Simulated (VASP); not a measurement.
# AgBr (Fm-3m) in VASP: notebook

The runs below take AgBr through relaxation of cell and atoms, with LDA, revPBE+D3(BJ).

Program: VASP 6.6.1. These are calculated values, not measurements. Logs are shortened: lines on timing, memory, paths and dates and some standing lists are left out, and cuts for length are marked.

### Step 1. The cell of the first run

The structure is cubic, space group Fm-3m (No. 225). The conventional cell has a = 5.740 Å, b = 5.740 Å, c = 5.740 Å, α = 90.00°, β = 90.00°, γ = 90.00°. Ag (site symmetry m-3m) has 6 Br at 2.87 Å within 3.8 Å. Br (site symmetry m-3m) has 6 Ag at 2.87 Å within 3.8 Å.

### Step 2. Relaxation of cell and atoms, LDA

Contents of INCAR:

```
PREC = Accurate
ENCUT = 500
EDIFF = 1E-7
ISMEAR = 1
SIGMA = 0.147
LREAL = False
LASPH = True
NELM = 120
ALGO = Normal
ISIF = 3
LWAVE = False
LCHARG = False
GGA = CA
IBRION = 2
NSW = 100
EDIFFG = -0.01
ISYM = 0
GGA_COMPAT = False
NELMIN = 4
```

Contents of KPOINTS:

```
Automatic mesh
0
Gamma
  5 5 5
  0.5 0.5 0.5
```

Contents of POSCAR:

```
AgBr
1.0
    0.0000000000      2.8701500000      2.8701500000
    2.8701500000      0.0000000000      2.8701500000
    2.8701500000      2.8701500000      0.0000000000
Ag Br
1 1
Direct
    0.0000000000      0.0000000000      0.0000000000
    0.5000000000      0.5000000000      0.5000000000
```

Potentials or basis: VASP PAW LDA potentials, release 64 (Ag, Br).

Run with:

```
$ cat potpaw_LDA.64/Ag/POTCAR potpaw_LDA.64/Br/POTCAR > POTCAR
$ mpirun -np 1 vasp_std > vasp.out
```

OUTCAR:

```text
PREC = Accurate
   ENCUT = 500
   EDIFF = 1E-7
   ISMEAR = 1
   LREAL = False
   LASPH = True
   NELM = 120
   ISIF = 3
   GGA = CA
   IBRION = 2
   NSW = 100
   EDIFFG = -0.01
   ISYM = 0
   NELMIN = 4

 ion  position               nearest neighbor table
   1  0.000  0.000  0.000-   2 2.87   2 2.87   2 2.87   2 2.87   2 2.87   2 2.87
   2  0.500  0.500  0.500-   1 2.87   1 2.87   1 2.87   1 2.87   1 2.87   1 2.87

IMPORTANT INFORMATION: All symmetrisations will be switched off!
NOSYMM: (Re-)initialisation of all symmetry stuff for point group C_1.

----------------------------------------------------------------------------------------

                                     Primitive cell

  volume of cell :      47.2872

  direct lattice vectors                    reciprocal lattice vectors
     0.000000000  2.870150000  2.870150000    -0.174206923  0.174206923  0.174206923
     2.870150000  0.000000000  2.870150000     0.174206923 -0.174206923  0.174206923
     2.870150000  2.870150000  0.000000000     0.174206923  0.174206923 -0.174206923

  length of vectors
     4.059005056  4.059005056  4.059005056     0.301735242  0.301735242  0.301735242

  position of ions in fractional coordinates (direct lattice)
     0.000000000  0.000000000  0.000000000
     0.500000000  0.500000000  0.500000000

  ion indices of the primitive-cell ions
   primitive index   ion index
                 1           1
                 2           2

----------------------------------------------------------------------------------------

 KPOINTS: Automatic mesh

Automatic generation of k-mesh.
 Grid dimensions read from file:
 generate k-points for:    5    5    5

 Generating k-lattice:

  Cartesian coordinates                     Fractional coordinates (reciprocal lattice)
    -0.034841385  0.034841385  0.034841385     0.200000000  0.000000000  0.000000000
     0.034841385 -0.034841385  0.034841385     0.000000000  0.200000000  0.000000000
     0.034841385  0.034841385 -0.034841385     0.000000000  0.000000000  0.200000000

  Length of vectors
     0.060347048  0.060347048  0.060347048

  Shift w.r.t. Gamma in fractional coordinates (k-lattice)
     0.500000000  0.500000000  0.500000000

 Subroutine IBZKPT returns following result:
 ===========================================

 Found    252 irreducible k-points:

 Following reciprocal coordinates:
            Coordinates               Weight
  0.100000  0.100000  0.100000      2.000000
  0.100000  0.000000  0.000000      2.000000
  0.000000  0.000000 -0.100000      2.000000
  0.000000  0.100000  0.000000      2.000000
  0.300000  0.100000  0.100000      2.000000
  0.100000  0.300000  0.100000      2.000000
[... 16 lines left out ...]
  0.000000  0.400000 -0.100000      2.000000
  0.400000  0.000000 -0.100000      2.000000
 [... further k-points ...]
   k-points           NKPTS =    252   k-points in BZ     NKDIM =    252   number of bands    NBANDS=     13
   number of dos      NEDOS =    301   number of ions     NIONS =      2
   total plane-waves  NPLWV =  27000
   dimension x,y,z NGX =    30 NGY =   30 NGZ =   30
   dimension x,y,z NGXF=    60 NGYF=   60 NGZF=   60
   ions per type =               1   1
   NGX,Y,Z   is equivalent  to a cutoff of  12.29, 12.29, 12.29 a.u.
   NGXF,Y,Z  is equivalent  to a cutoff of  24.57, 24.57, 24.57 a.u.
 SYSTEM =  unknown system
   PREC   = accura    normal or accurate (medium, high low for compatibility)
   ISTART =      0    job   : 0-new  1-cont  2-samecut
   ICHARG =      2    charge: 1-file 2-atom 10-const
   ISPIN  =      1    spin polarized calculation?
   LNONCOLLINEAR =      F non collinear calculations
   LSORBIT =      F    spin-orbit coupling
   LASPH  =      T    aspherical Exc in radial PAW
   ENCUT  =  500.0 eV  36.75 Ry    6.06 a.u.   7.40  7.40  7.40*2*pi/ulx,y,z
   NELM   =    120;   NELMIN=  4; NELMDL= -5     # of ELM steps
   EDIFF  = 0.1E-06   stopping-criterion for ELM
   LREAL  =      F    real-space projection
   EDIFFG = -.1E-01   stopping-criterion for IOM
   NSW    =    100    number of steps for IOM
   IBRION =      2    ionic relax: 0-MD 1-quasi-New 2-CG
   NFREE  =      1    steps in history (QN), initial steepest desc. (CG)
   ISIF   =      3    stress and relaxation
   ISYM   =      0    0-nonsym 1-usesym 2-fastsym
   POTIM  = 0.5000    time-step for ionic-motion
   TEBEG  =    0.0;   TEEND  =   0.0 temperature during run
   PSTRESS=    0.0 pullay stress
   NELECT =      18.0000    total number of electrons
   NUPDOWN=      -1.0000    fix difference up-down
   EMIN   =  10.00;   EMAX   =-10.00  energy-range for DOS
   EFERMI =   0.00;   METHOD = LEGACY
   ISMEAR =     1;   SIGMA  =   0.15  broadening in eV -4-tet -1-fermi 0-gaus
   EFERMI_NEDOS =   21; number of points for ismear=-14 and -15
   IALGO  =     38    algorithm
   IMIX   =      4    mixing-type and parameters
     AMIX     =   0.40;   BMIX     =  1.00
     AMIX_MAG =   1.60;   BMIX_MAG =  1.00
  volume/ion in A,a.u.               =      23.64       159.55
  Fermi-wavevector in a.u.,A,eV,Ry     =   1.186454  2.242074 19.152570  1.407674
  Thomas-Fermi vector in A             =   2.322627
   LORBIT       =      0    0 simple, 1 ext, 2 COOP (PROOUT), +10 PAW based schemes
   GGA     = CA    functional components
   LHFCALC =     F    Hartree Fock is set to
   AEXX    =    0.0000 exact exchange contribution
   IVDW    =     0    specifies the selected vdW correction
   LEPSILON=     F    determine dielectric tensor
   LRPA    =     F    only Hartree local field effects (RPA)
 conjugate gradient relaxation of ions
 non-spin polarized calculation
 Methfessel and Paxton  Order N= 1 SIGMA  =   0.15
  energy-cutoff  :      500.00
  volume of cell :       47.29
 maximum number of plane-waves:      1218
 NGX is ok and might be reduce to    30
   NGX = 15   NGY = 15   NGZ = 15

--------------------------------------- Ionic step        1  -------------------------------------------

 number of electron      18.0000002 magnetization

 Free energy of the ion-electron system (eV)
  ---------------------------------------------------
  ext. energy  EPLUGINS =         0.00000000
  ---------------------------------------------------
  free energy    TOTEN  =        -6.36010380 eV

  energy without entropy =       -6.36118887  energy(sigma->0) =       -6.36046549

 E-fermi :   3.5767     XC(G=0): -10.2740

 val. band max:        3.4927791065   @ k =   0.5000   0.5000   0.5000
 cond. band min:       4.5254498071   @ k =   0.1000   0.1000   0.1000
 fundamental gap:      1.0326707006
 Fermi energy:         3.5767112859

 k-point     1 :       0.1000    0.1000    0.1000
  band No.  band energies     occupation
      1     -11.5634      2.00000
      2       0.3495      2.00000
      3       0.3495      2.00000
      4       0.4263      2.00000
      5       0.6562      2.00000
      6       0.6562      2.00000
      7       1.2361      2.00000
      8       1.8864      2.00000
      9       1.8864      2.00000
     10       4.5254     -0.00000
     11      12.2510      0.00000
     12      13.0954      0.00000
     13      13.0954      0.00000

 k-point     2 :       0.1000    0.0000    0.0000
  band No.  band energies     occupation
      1     -11.5634      2.00000
      2       0.3495      2.00000
      3       0.3495      2.00000
      4       0.4263      2.00000
      5       0.6562      2.00000
      6       0.6562      2.00000
      7       1.2361      2.00000
      8       1.8864      2.00000
      9       1.8864      2.00000
     10       4.5254     -0.00000
     11      12.2510      0.00000
     12      13.0954      0.00000
     13      13.0954      0.00000
[... 401 lines left out ...]
 VOLUME and BASIS-vectors are now :
 -----------------------------------------------------------------------------
  energy-cutoff  :      500.00
  volume of cell :       43.22
      direct lattice vectors                 reciprocal lattice vectors
     0.000000069  2.785396821  2.785396859    -0.179507644  0.179507638  0.179507636
     2.785396820  0.000000071  2.785396859     0.179507639 -0.179507643  0.179507636
     2.785396808  2.785396811  0.000000076     0.179507640  0.179507640 -0.179507642

 POSITION                                       TOTAL-FORCE (eV/Angst)
 -----------------------------------------------------------------------------------
      2.78540      2.78540      0.00000        -0.000000      0.000000     -0.000000
      2.78540      2.78540      2.78540         0.000000     -0.000000      0.000000
 -----------------------------------------------------------------------------------
    total drift:                               -0.000000      0.000000     -0.000000

  FREE ENERGIE OF THE ION-ELECTRON SYSTEM (eV)
  ---------------------------------------------------
  free  energy   TOTEN  =        -6.4117594086 eV

  energy  without entropy=       -6.4128511647  energy(sigma->0) =       -6.41212333

--------------------------------------- Ionic step        3  -------------------------------------------

 number of electron      18.0000002 magnetization

 Free energy of the ion-electron system (eV)
  ---------------------------------------------------
  ext. energy  EPLUGINS =         0.00000000
  ---------------------------------------------------
  free energy    TOTEN  =        -6.41236179 eV

  energy without entropy =       -6.41345381  energy(sigma->0) =       -6.41272579

 E-fermi :   4.6466     XC(G=0): -10.6784

 val. band max:        4.5669333980   @ k =   0.5000   0.5000   0.5000
 cond. band min:       5.6448105322   @ k =   0.1000   0.1000   0.1000
 fundamental gap:      1.0778771341
 Fermi energy:         4.6465845524

 k-point     1 :       0.1000    0.1000    0.1000
  band No.  band energies     occupation
      1     -11.0434      2.00000
      2       0.9959      2.00000
      3       0.9959      2.00000
      4       1.0738      2.00000
      5       1.3473      2.00000
      6       1.3473      2.00000
      7       1.9990      2.00000
      8       2.7057      2.00000
      9       2.7057      2.00000
     10       5.6448     -0.00000
     11      13.2589      0.00000
     12      14.1816      0.00000
     13      14.1816      0.00000

 k-point     2 :       0.1000    0.0000    0.0000
  band No.  band energies     occupation
      1     -11.0434      2.00000
      2       0.9959      2.00000
      3       0.9959      2.00000
      4       1.0738      2.00000
      5       1.3473      2.00000
      6       1.3473      2.00000
      7       1.9990      2.00000
      8       2.7057      2.00000
      9       2.7057      2.00000
     10       5.6448     -0.00000
     11      13.2589      0.00000
     12      14.1816      0.00000
     13      14.1816      0.00000
[... 365 lines left out ...]
 VOLUME and BASIS-vectors are now :
 -----------------------------------------------------------------------------
  energy-cutoff  :      500.00
  volume of cell :       43.58
      direct lattice vectors                 reciprocal lattice vectors
     0.000000063  2.793024823  2.793024858    -0.179017391  0.179017387  0.179017385
     2.793024822  0.000000064  2.793024857     0.179017387 -0.179017391  0.179017385
     2.793024811  2.793024814  0.000000069     0.179017388  0.179017388 -0.179017390

 POSITION                                       TOTAL-FORCE (eV/Angst)
 -----------------------------------------------------------------------------------
      2.79302      2.79302      0.00000        -0.000000      0.000000     -0.000000
      2.79302      2.79302      2.79302         0.000000     -0.000000      0.000000
 -----------------------------------------------------------------------------------
    total drift:                               -0.000000      0.000000     -0.000000

  FREE ENERGIE OF THE ION-ELECTRON SYSTEM (eV)
  ---------------------------------------------------
  free  energy   TOTEN  =        -6.4123617854 eV

  energy  without entropy=       -6.4134538137  energy(sigma->0) =       -6.41272579

 reached required accuracy - stopping structural energy minimisation
```

Run time: 7.5 min. Hardware: 1 thread of Oxide Virtual Turin-like, shared host; peak memory 0.26 GiB.

What came out:

```
Free energy                           : -6.4124 eV
Relaxed volume                        : 21.79 Å³/atom
Relaxed cell                          : a = 3.950 Å, b = 3.950 Å, c = 3.950 Å, α = 60.00°, β = 60.00°, γ = 60.00°
Space group after relaxing (to 0.1 Å) : Fm-3m (No. 225)
Energy gained by relaxing             : 26.1 meV/atom
Ionic steps                           : 3
Pressure after relaxing               : 0.0 GPa
Band gap on the k mesh                : 1.08 eV (least direct gap 2.94 eV)
```

Step by step:
```
step  energy change (eV)  largest force (eV/Å)  pressure (GPa)  volume (Å³)
   1              0.0000                0.0000           -4.15        47.29
   2             -0.0517                0.0000            0.54        43.22
   3             -0.0523                0.0000            0.02        43.58
```

Final structure:
```cif
data_structure
_symmetry_space_group_name_H-M 'P 1'
_symmetry_Int_Tables_number 1
_cell_length_a 3.9499
_cell_length_b 3.9499
_cell_length_c 3.9499
_cell_angle_alpha 60.000
_cell_angle_beta 60.000
_cell_angle_gamma 60.000
_cell_volume 43.58
loop_
_atom_site_label
_atom_site_type_symbol
_atom_site_fract_x
_atom_site_fract_y
_atom_site_fract_z
_atom_site_occupancy
Ag1 Ag 0.00000 0.00000 0.00000 1
Br1 Br 0.50000 0.50000 0.50000 1
```

Levels at points of the mesh, in eV from the valence-band top:
```csv
k point,band 7,band 8,band 9,band 10,band 11,band 12
"(0.50, 0.50, 0.50)",-2.48,0.00,0.00,3.26,6.41,6.41
"(0.50, 0.00, 0.00)",-2.48,0.00,0.00,3.26,6.41,6.41
"(0.00, 0.00, 0.50)",-2.48,0.00,0.00,3.26,6.41,6.41
"(0.00, 0.50, 0.00)",-2.48,0.00,0.00,3.26,6.41,6.41
```

Caveat: a shifted mesh leaves out Γ, where band edges can lie.

### Step 3. Relaxation of cell and atoms, revPBE+D3(BJ)

Contents of INCAR:

```
SYSTEM = AgBr
PREC = Accurate ; ENCUT = 500
EDIFF = 1E-7 ; ISMEAR = 1
SIGMA = 0.2 ; LREAL = .False.
LASPH = .True. ; NELM = 120
ALGO = Normal ; ISIF = 3
LWAVE = .False. ; LCHARG = .False.
GGA = RE ; IVDW = 12
IBRION = 2 ; NSW = 100
EDIFFG = -0.01 ; ISYM = 0
GGA_COMPAT = .False. ; NELMIN = 4
```

KPOINTS is that of step 2.

POSCAR is that of step 2.

Potentials or basis: VASP PAW PBE potentials, release 64 (Ag, Br).

Run with:

```
$ cat potpaw_PBE.64/Ag/POTCAR potpaw_PBE.64/Br/POTCAR > POTCAR
$ mpirun -np 1 vasp_std > vasp.out
```

Run time: 6.1 min. Hardware: 1 thread of Oxide Virtual Turin-like, shared host; peak memory 0.28 GiB.

It converged, with:

| Property | Result |
| --- | --- |
| Free energy | -5.7418 eV |
| Relaxed volume | 23.29 Å³/atom |
| Relaxed cell | a = 4.038 Å, b = 4.038 Å, c = 4.038 Å, α = 60.00°, β = 60.00°, γ = 60.00° |
| Space group after relaxing (to 0.1 Å) | Fm-3m (No. 225) |
| Energy gained by relaxing | 0.8 meV/atom |
| Ionic steps | 2 |
| Pressure after relaxing | 0.0 GPa |
| Band gap on the k mesh | 1.37 eV (least direct gap 3.02 eV) |
| Dispersion energy per atom | -0.723 eV |

Step by step:
| step | energy change (eV) | largest force (eV/Å) | pressure (GPa) | volume (Å³) |
| --- | --- | --- | --- | --- |
| 1 | 0.0000 | 0.0000 | -0.71 | 47.29 |
| 2 | -0.0017 | 0.0000 | -0.03 | 46.57 |

Final structure:
```yaml
crystal:
  lattice:
    - [0.00000, 2.85560, 2.85560]
    - [2.85560, 0.00000, 2.85560]
    - [2.85560, 2.85560, 0.00000]
  atoms:
    - { symbol: Ag, position: [0.00000, 0.00000, 0.00000] }
    - { symbol: Br, position: [0.50000, 0.50000, 0.50000] }
```

Levels at points of the mesh, in eV from the valence-band top:
| k point | band 7 | band 8 | band 9 | band 10 | band 11 | band 12 |
| --- | --- | --- | --- | --- | --- | --- |
| (0.50, 0.50, 0.50) | -2.18 | 0.00 | 0.00 | 3.81 | 6.76 | 6.80 |
| (0.50, 0.00, 0.00) | -2.18 | 0.00 | 0.00 | 3.81 | 6.76 | 6.80 |
| (0.00, 0.00, 0.50) | -2.18 | 0.00 | 0.00 | 3.81 | 6.76 | 6.80 |
| (0.00, 0.50, 0.00) | -2.18 | 0.00 | 0.00 | 3.81 | 6.76 | 6.80 |

Caveat: the PAW data sets were made with another functional, which shifts forces and pressure a little; a shifted mesh leaves out Γ, where band edges can lie. A k mesh can miss the band edges.
